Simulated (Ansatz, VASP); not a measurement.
# SnO2: VASP beside Ansatz

Contents of INCAR:

```
PREC = Accurate
ENCUT = 520
EDIFF = 1E-6
ISMEAR = 0
SIGMA = 0.05
LREAL = F
LASPH = T
NELM = 60
ALGO = Normal
ISIF = 2
LWAVE = F
LCHARG = F
GGA = PE
IVDW = 12
NBANDS = 35
```

File KPOINTS:

```
Automatic mesh
0
Gamma
  12 12 4
```

Contents of POSCAR:

```
SnO2
1.0
    3.2111798104      0.0000000000      0.0000000000
   -1.6055899052      2.7809632919      0.0000000000
    0.0000000000      0.0000000000     10.3330629359
Sn O
2 4
Direct
   -0.1559678954      0.0000000000      0.5000000000
    0.1559678954      0.0000000000      0.0000000000
    0.5087184888      0.3333333333      0.4017901351
    0.8246148446      0.3333333333      0.0982098649
    0.1753851554      0.6666666667      0.5982098649
    0.4912815112      0.6666666667      0.9017901351
```

Input for Ansatz:

```yaml
crystal:
  lattice:
    - [3.2111798104, 0.0, 0.0]
    - [-1.6055899052, 2.7809632919, 0.0]
    - [0.0, 0.0, 10.3330629359]
  atoms:
    - { symbol: Sn, position: [-0.1559678954, 0.0, 0.5] }
    - { symbol: Sn, position: [0.1559678954, 0.0, 0.0] }
    - { symbol: O, position: [0.5087184888, 0.3333333333, 0.4017901351] }
    - { symbol: O, position: [0.8246148446, 0.3333333333, 0.0982098649] }
    - { symbol: O, position: [0.1753851554, 0.6666666667, 0.5982098649] }
    - { symbol: O, position: [0.4912815112, 0.6666666667, 0.9017901351] }
basis:
  ecutwfc: 520.0
kpoints:
  mp_grid: { grid: [12, 12, 4] }
hamiltonian:
  xc: pbe
  dispersion: d3bj
scf:
  occupations: { method: gaussian, width: 0.05 }
output:
  forces: true
  stress: true
  eigenvalues: true
```

Change from the starting cell: mode 1 frozen in at -0.507 Å, equal normal strain along x, y and z +0.0000.

Alike in both runs: task single point; functional PBE; dispersion D3(BJ); k mesh 12 × 12 × 4; occupations gaussian, width 0.05 eV; no spin polarisation.

|  | VASP | Ansatz |
| --- | --- | --- |
| version | VASP 6.6.1 | Ansatz 0.2.0 |
| potentials or method | VASP PAW PBE potentials, release 64 (Sn_d, O), cutoff 520 eV | scalar-relativistic, plane waves, PAW |
| valence electrons in the cell | 52 | 52 |

Ansatz gave:

* gap on the k mesh at the Fermi level (eV): 2.17
* least direct gap on the mesh (eV): 2.50
* pressure (GPa): -0.2
* traceless stress, the component that is largest in VASP (GPa): -0.75
* rms of the force components (eV/Å): 0.036

**Question.** Which values does VASP return?

**Answer.** gap on the k mesh at the Fermi level (eV): 2.15; least direct gap on the mesh (eV): 2.48; pressure (GPa): 0.4; traceless stress, the component that is largest in VASP (GPa): -1.10; rms of the force components (eV/Å): 0.053.

Atom by atom the forces differ by 0.026 eV/Å (rms over components).
